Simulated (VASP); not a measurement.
# WO (F-43m) in VASP: further runs

The runs below take WO through single point, with PBE+U.

All numbers are computed with VASP 6.6.1; they aren't measurements. Logs are shortened: lines on timing, memory, paths and dates and some standing lists are left out, and cuts for length are marked.

## (1) The cell of the first run

It takes space group F-43m (No. 216, cubic). Conventional cell: a = 4.693 Å, b = 4.693 Å, c = 4.693 Å, α = 90.00°, β = 90.00°, γ = 90.00°. Within 2.7 Å of W (site symmetry -43m) lie 4 O at 2.03 Å. Within 2.7 Å of O (site symmetry -43m) lie 4 W at 2.03 Å.

## (2) Single point, PBE+U, collinear spin, ferromagnetic start

The input, INCAR:

```
SYSTEM = WO
ALGO = Normal
EDIFF = 1E-6
ENCUT = 520
GGA = PE
ISIF = 2
ISMEAR = 0
ISPIN = 2
LASPH = .True.
LCHARG = .False.
LDAU = .True.
LDAUJ = 0 0
LDAUL = 2 -1
LDAUPRINT = 1
LDAUTYPE = 2
LDAUU = 6.2 0
LMAXMIX = 4
LORBIT = 11
LREAL = .False.
LWAVE = .False.
MAGMOM = 1 0
NBANDS = 21
NELM = 150
PREC = Accurate
SIGMA = 0.02
```

The input, KPOINTS:

```
k-points
0
Gamma
  10 10 10
  0 0 0
```

The input, POSCAR:

```
WO
1.0
    0.0000000000      2.3467421103      2.3467421103
    2.3467421103      0.0000000000      2.3467421103
    2.3467421103      2.3467421103      0.0000000000
W O
1 1
Direct
    0.0000000000      0.0000000000      0.0000000000
    0.2500000000      0.2500000000      0.2500000000
```

Potentials or basis: VASP PAW PBE potentials, release 64 (W_sv, O).

Started as:

```console
> cat potpaw_PBE.64/W_sv/POTCAR potpaw_PBE.64/O/POTCAR > POTCAR
> mpirun -np 1 vasp_std > vasp.out
```

OUTCAR:

```text
SYSTEM = WO
   EDIFF = 1E-6
   ENCUT = 520
   GGA = PE
   ISIF = 2
   ISMEAR = 0
   ISPIN = 2
   LASPH = .True.
   LORBIT = 11
   LREAL = .False.
   NELM = 150
   PREC = Accurate

 ion  position               nearest neighbor table
   1  0.000  0.000  0.000-   2 2.03   2 2.03   2 2.03   2 2.03
   2  0.250  0.250  0.250-   1 2.03   1 2.03   1 2.03   1 2.03

  LATTYP: Found a face centered cubic cell.
 ALAT       =     4.6934842206

  Lattice vectors:

 A1 = (   0.0000000000,   2.3467421103,   2.3467421103)
 A2 = (   2.3467421103,   0.0000000000,   2.3467421103)
 A3 = (   2.3467421103,   2.3467421103,   0.0000000000)

Analysis of symmetry for initial positions (statically):
=====================================================================
 Subroutine PRICEL returns:
 Original cell was already a primitive cell.

 Routine SETGRP: Setting up the symmetry group for a
 face centered cubic supercell.

 Subroutine GETGRP returns: Found 24 space group operations
 (whereof 24 operations were pure point group operations)
 out of a pool of 48 trial point group operations.

The static configuration has the point symmetry T_d .

Analysis of symmetry for dynamics (positions and initial velocities):
=====================================================================
 Subroutine PRICEL returns:
 Original cell was already a primitive cell.

 Routine SETGRP: Setting up the symmetry group for a
 face centered cubic supercell.

 Subroutine GETGRP returns: Found 24 space group operations
 (whereof 24 operations were pure point group operations)
 out of a pool of 48 trial point group operations.

The dynamic configuration has the point symmetry T_d .

Analysis of structural, dynamic, and magnetic symmetry:
=====================================================================
 Subroutine PRICEL returns:
 Original cell was already a primitive cell.

 Routine SETGRP: Setting up the symmetry group for a
 face centered cubic supercell.

 Subroutine GETGRP returns: Found 24 space group operations
 (whereof 24 operations were pure point group operations)
 out of a pool of 48 trial point group operations.

The overall configuration has the point symmetry T_d .

 Subroutine INISYM returns: Found 24 space group operations
 (whereof 24 operations are pure point group operations),
 and found     1 'primitive' translations

----------------------------------------------------------------------------------------

                                     Primitive cell

  volume of cell :      25.8479

  direct lattice vectors                    reciprocal lattice vectors
     0.000000000  2.346742110  2.346742110    -0.213061332  0.213061332  0.213061332
     2.346742110  0.000000000  2.346742110     0.213061332 -0.213061332  0.213061332
     2.346742110  2.346742110  0.000000000     0.213061332  0.213061332 -0.213061332

  length of vectors
     3.318794520  3.318794520  3.318794520     0.369033052  0.369033052  0.369033052

  position of ions in fractional coordinates (direct lattice)
     0.000000000  0.000000000  0.000000000
     0.250000000  0.250000000  0.250000000

  ion indices of the primitive-cell ions
   primitive index   ion index
                 1           1
                 2           2

----------------------------------------------------------------------------------------

 KPOINTS: k-points

Automatic generation of k-mesh.
 Grid dimensions read from file:
[... 59 lines left out ...]
   ISPIN  =      2    spin polarized calculation?
   LNONCOLLINEAR =      F non collinear calculations
   LSORBIT =      F    spin-orbit coupling
   LASPH  =      T    aspherical Exc in radial PAW
   ENCUT  =  520.0 eV  38.22 Ry    6.18 a.u.   6.17  6.17  6.17*2*pi/ulx,y,z
   NELM   =    150;   NELMIN=  2; NELMDL= -5     # of ELM steps
   EDIFF  = 0.1E-05   stopping-criterion for ELM
   LREAL  =      F    real-space projection
   EDIFFG = 0.1E-04   stopping-criterion for IOM
   NSW    =      0    number of steps for IOM
   IBRION =     -1    ionic relax: 0-MD 1-quasi-New 2-CG
   NFREE  =      0    steps in history (QN), initial steepest desc. (CG)
   ISIF   =      2    stress and relaxation
   ISYM   =      2    0-nonsym 1-usesym 2-fastsym
   POTIM  = 0.5000    time-step for ionic-motion
   TEBEG  =    0.0;   TEEND  =   0.0 temperature during run
   PSTRESS=    0.0 pullay stress
   NELECT =      20.0000    total number of electrons
   NUPDOWN=      -1.0000    fix difference up-down
   EMIN   =  10.00;   EMAX   =-10.00  energy-range for DOS
   EFERMI =   0.00;   METHOD = LEGACY
   ISMEAR =     0;   SIGMA  =   0.02  broadening in eV -4-tet -1-fermi 0-gaus
   EFERMI_NEDOS =   21; number of points for ismear=-14 and -15
   IALGO  =     38    algorithm
   IMIX   =      4    mixing-type and parameters
     AMIX     =   0.40;   BMIX     =  1.00
     AMIX_MAG =   1.60;   BMIX_MAG =  1.00
  volume/ion in A,a.u.               =      12.92        87.22
  Fermi-wavevector in a.u.,A,eV,Ry     =   1.502944  2.840152 30.733393  2.258841
  Thomas-Fermi vector in A             =   2.614119
   LORBIT       =     11    0 simple, 1 ext, 2 COOP (PROOUT), +10 PAW based schemes
 LDA+U is selected, type is set to LDAUTYPE =  2
   angular momentum for each species LDAUL =     2   -1
   U (eV)           for each species LDAUU =   6.2  0.0
   J (eV)           for each species LDAUJ =   0.0  0.0
   GGA     = PE    functional components
   LHFCALC =     F    Hartree Fock is set to
   AEXX    =    0.0000 exact exchange contribution
   IVDW    =     0    specifies the selected vdW correction
   LEPSILON=     F    determine dielectric tensor
   LRPA    =     F    only Hartree local field effects (RPA)
 spin polarized calculation
 Gauss-broadening in eV      SIGMA  =   0.02
  energy-cutoff  :      520.00
  volume of cell :       25.85
 maximum number of plane-waves:       725
 NGX is ok and might be reduce to    28
   NGX = 13   NGY = 13   NGZ = 13

atom =   1  type =  1  l = 2

 onsite density matrix

spin component  1

  0.2778 -0.0000 -0.0000 -0.0000 -0.0000
 -0.0000  0.2778  0.0000  0.0000  0.0000
 -0.0000  0.0000  0.8081  0.0000  0.0000
 -0.0000  0.0000  0.0000  0.2778 -0.0000
 -0.0000  0.0000  0.0000 -0.0000  0.8081

spin component  2

  0.2251 -0.0000  0.0000  0.0000 -0.0000
 -0.0000  0.2251 -0.0000  0.0000  0.0000
  0.0000 -0.0000  0.0495  0.0000  0.0000
  0.0000  0.0000  0.0000  0.2251 -0.0000
 -0.0000  0.0000  0.0000 -0.0000  0.0495

 occupancies and eigenvectors

  o =  0.0495  v =  0.0000  0.0000  0.0000  0.0000  0.0000  0.0000 -0.0000 -0.9467 -0.0000  0.3220      0.0000  0.0000  0.0000  0.0000  0.0000  0.0000  0.0000  0.0000  0.0000  0.0000
  o =  0.0495  v =  0.0000  0.0000  0.0000  0.0000  0.0000  0.0000 -0.0000 -0.3220 -0.0000 -0.9467      0.0000  0.0000  0.0000  0.0000  0.0000  0.0000  0.0000  0.0000  0.0000  0.0000
  o =  0.2251  v =  0.0000  0.0000  0.0000  0.0000  0.0000  0.0000  0.9812 -0.0000 -0.1932 -0.0000      0.0000  0.0000  0.0000  0.0000  0.0000  0.0000  0.0000  0.0000  0.0000  0.0000
  o =  0.2251  v =  0.0000  0.0000  0.0000  0.0000  0.0000  0.0000 -0.1932  0.0000 -0.9812  0.0000      0.0000  0.0000  0.0000  0.0000  0.0000  0.0000  0.0000  0.0000  0.0000  0.0000
  o =  0.2251  v =  0.0000  0.0000  0.0000  0.0000  0.0000  1.0000  0.0000  0.0000  0.0000  0.0000      0.0000  0.0000  0.0000  0.0000  0.0000  0.0000  0.0000  0.0000  0.0000  0.0000
  o =  0.2778  v =  1.0000  0.0000  0.0000  0.0000  0.0000  0.0000  0.0000  0.0000  0.0000  0.0000      0.0000  0.0000  0.0000  0.0000  0.0000  0.0000  0.0000  0.0000  0.0000  0.0000
  o =  0.2778  v =  0.0000  0.7403 -0.0000  0.6723 -0.0000  0.0000  0.0000  0.0000  0.0000  0.0000      0.0000  0.0000  0.0000  0.0000  0.0000  0.0000  0.0000  0.0000  0.0000  0.0000
  o =  0.2778  v =  0.0000 -0.6723 -0.0000  0.7403  0.0000  0.0000  0.0000  0.0000  0.0000  0.0000      0.0000  0.0000  0.0000  0.0000  0.0000  0.0000  0.0000  0.0000  0.0000  0.0000
  o =  0.8081  v =  0.0000 -0.0000 -0.9583 -0.0000  0.2859  0.0000  0.0000  0.0000  0.0000  0.0000      0.0000  0.0000  0.0000  0.0000  0.0000  0.0000  0.0000  0.0000  0.0000  0.0000
  o =  0.8081  v =  0.0000  0.0000  0.2859 -0.0000  0.9583  0.0000  0.0000  0.0000  0.0000  0.0000      0.0000  0.0000  0.0000  0.0000  0.0000  0.0000  0.0000  0.0000  0.0000  0.0000

 number of electron      20.0000001 magnetization       2.0019621

 Free energy of the ion-electron system (eV)
  ---------------------------------------------------
  ext. energy  EPLUGINS =         0.00000000
  ---------------------------------------------------
  free energy    TOTEN  =       -12.74577218 eV

  energy without entropy =      -12.74577218  energy(sigma->0) =      -12.74577218

 E-fermi :   9.8855     XC(G=0): -12.2880

 val. band max:        9.7027603574   @ k =   0.3000   0.3000   0.0000
 cond. band min:      10.1599061163   @ k =   0.2000   0.2000   0.0000
 fundamental gap:      0.4571457589
 Fermi energy:         9.8855270280

 spin component 1

 k-point     1 :       0.0000    0.0000    0.0000
  band No.  band energies     occupation
      1     -66.5808      1.00000
      2     -30.7979      1.00000
      3     -30.7979      1.00000
      4     -30.7978      1.00000
      5     -12.7834      1.00000
      6       1.0798      1.00000
[... 1145 lines left out ...]
     20      31.4765      0.00000
     21      33.6432      0.00000

 [... further k-points ...]
[... 5 lines left out ...]
  --------------------------------------------------------------------------------------
  -------------------------------------------------------------------------------------
  Total        4.4095197      4.4095197      4.4095197      0.0000000      0.0000000     -0.0000000
  in kB      273.3227482    273.3227482    273.3227482      0.0000000      0.0000000     -0.0000000
  external PRESSURE =     273.3227482 kB  Pullay stress =       0.0000000 kB

 VOLUME and BASIS-vectors are now :
 -----------------------------------------------------------------------------
  energy-cutoff  :      520.00
  volume of cell :       25.85
      direct lattice vectors                 reciprocal lattice vectors
     0.000000000  2.346742110  2.346742110    -0.213061332  0.213061332  0.213061332
     2.346742110  0.000000000  2.346742110     0.213061332 -0.213061332  0.213061332
     2.346742110  2.346742110  0.000000000     0.213061332  0.213061332 -0.213061332

 POSITION                                       TOTAL-FORCE (eV/Angst)
 -----------------------------------------------------------------------------------
      0.00000      0.00000      0.00000        -0.000000      0.000000      0.000000
      1.17337      1.17337      1.17337         0.000000     -0.000000     -0.000000
 -----------------------------------------------------------------------------------
    total drift:                                0.000000      0.000000      0.000000

  FREE ENERGIE OF THE ION-ELECTRON SYSTEM (eV)
  ---------------------------------------------------
  free  energy   TOTEN  =       -12.7457721784 eV

  energy  without entropy=      -12.7457721784  energy(sigma->0) =      -12.74577218

 total charge

# of ion       s       p       d       tot
------------------------------------------
    1        2.297   6.298   3.178  11.773
    2        1.573   3.588   0.000   5.161
--------------------------------------------------
tot          3.870   9.886   3.178  16.934

 magnetization (x)

# of ion       s       p       d       tot
------------------------------------------
    1        0.023   0.016   1.659   1.698
    2        0.000   0.054   0.000   0.054
--------------------------------------------------
tot          0.023   0.070   1.659   1.752
```

Wall time 34 s (1 thread of Intel Xeon 6975P-C (Granite Rapids), shared host); peak memory 0.2 GiB.

Results:

- Free energy: -12.7458 eV
- Pressure: 27.3 GPa
- Band gap on the k mesh: 0.46 eV, indirect (least direct gap 1.08 eV)
- Net moment: 2.00 μB per cell
- Site moments: W +1.70; O +0.05 μB
- Valence electrons inside the program's atomic spheres: W 11.77; O 5.16

Eigenvalues of the final occupation matrices:
```csv
site,spin,trace,eigenvalues
site 1 d,1,2.45,0.28 0.28 0.28 0.81 0.81
site 1 d,2,0.77,0.05 0.05 0.23 0.23 0.23
```

Caveat: spin-orbit coupling is left out, which moves the levels of the heavy elements. The state reached can hang on the start; a lower one may exist.

(Continued in part 2 of 2.)
